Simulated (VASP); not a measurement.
P:

```
CELL_PARAMETERS angstrom
1.64774 -5.46504 0.00000
1.64774 5.46504 0.00000
0.00000 0.00000 4.54364
ATOMIC_POSITIONS crystal
P 0.90414 0.09586 0.58882
P 0.09586 0.90414 0.41118
P 0.59586 0.40414 0.08882
P 0.40414 0.59586 0.91118
```

| Quantity | Value |
| --- | --- |
| Program | VASP 6.6.1 |
| Task | relaxation of cell and atoms |
| Functional | PBEsol |
| Dispersion | D4 |
| Potentials or basis | VASP PAW PBE potentials, release 64 (P) |
| Cutoff | 600 eV |
| k mesh | 8 × 8 × 6 |
| Occupations | fermi-dirac, width 0.05 eV |
| Spin | no spin polarisation |

At the start: pressure -2.2 GPa; volume 20.46 Å³/atom.

**Question.** How do energy, volume and symmetry change on relaxing?

**Answer.** Over 24 steps the energy falls by 58.4 meV/atom and the volume is 16.29 Å³/atom (-20.4 %); space group Cmce (No. 64, to 0.1 Å) before and after.

The path:
```csv
step,energy change (eV),largest force (eV/Å),pressure (GPa),volume (Å³)
1,0.0000,0.2758,-2.23,81.83
2,-0.0386,0.4201,0.17,78.50
3,-0.0404,0.4757,0.90,77.62
4,-0.0702,0.3496,0.44,76.59
5,-0.1173,0.3347,-0.95,73.55
6,-0.1507,0.2320,-0.78,72.24
7,-0.2103,0.1094,0.00,68.50
8,-0.1411,0.6960,4.10,61.07
9,-0.2179,0.3182,0.90,66.58
10,-0.2287,0.0736,-0.31,65.84
11,-0.2290,0.0973,-0.16,65.94
12,-0.2303,0.0465,0.00,65.83
13,-0.2308,0.0233,0.18,65.71
14,-0.2316,0.0108,-0.02,65.78
15,-0.2317,0.0283,-0.13,65.82
16,-0.2323,0.0167,-0.01,65.74
17,-0.2326,0.0465,0.15,65.64
18,-0.2329,0.0265,-0.11,65.70
19,-0.2329,0.0266,-0.11,65.70
20,-0.2331,0.0198,-0.10,65.62
21,-0.2334,0.0033,-0.07,65.36
22,-0.2334,0.0116,-0.06,65.24
23,-0.2334,0.0186,0.18,65.06
24,-0.2334,0.0028,0.04,65.16
```

Final structure:
```yaml
crystal:
  lattice:
    - [1.66865, -5.01347, 0.00000]
    - [1.66865, 5.01347, 0.00000]
    - [0.00000, 0.00000, 3.89433]
  atoms:
    - { symbol: P, position: [0.89043, 0.10957, 0.55951] }
    - { symbol: P, position: [0.10957, 0.89043, 0.44049] }
    - { symbol: P, position: [0.60957, 0.39043, 0.05951] }
    - { symbol: P, position: [0.39043, 0.60957, 0.94049] }
```

Caveat: the volume moved by over 15 % at a fixed basis, so the end points are rough; the PAW data sets were made with another functional, which shifts forces and pressure a little.
